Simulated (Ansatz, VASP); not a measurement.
## Mg2Si in VASP and in Ansatz

```
Mg Si
1.0
     0.00000    3.13683    3.13683
     3.13683    0.00000    3.13683
     3.13683    3.13683    0.00000
Mg Si
2 1
Direct
  0.25000 0.25000 0.25000
  0.75000 0.75000 0.75000
  0.00000 0.00000 0.00000
```

Alike in both runs: functional PBE; dispersion D3(BJ); k mesh 10 × 10 × 10; occupations gaussian, width 0.01 eV; no spin polarisation.

Ansatz relaxed the structure, and its values are those at the end. VASP's run is a single point on that final structure, the one shown.

|  | VASP | Ansatz |
| --- | --- | --- |
| version | VASP 6.6.1 | Ansatz 0.2.0 |
| potentials or method | VASP PAW PBE potentials, release 64 (Mg, Si), cutoff 520 eV | scalar-relativistic, plane waves, PAW |
| valence electrons in the cell | 8 | 24 |

|  | VASP | Ansatz | Ansatz less VASP |
| --- | --- | --- | --- |
| gap on the k mesh at the Fermi level (eV) | 0.16 | 0.17 | +0.003 |
| least direct gap on the mesh (eV) | 2.10 | 2.10 | +0.001 |
| pressure (GPa) | -0.1 | 0.0 | +0.12 |

VASP's potentials hold 8 valence electrons a cell and Ansatz's 24, so a difference there can come from the potentials and not from the codes.
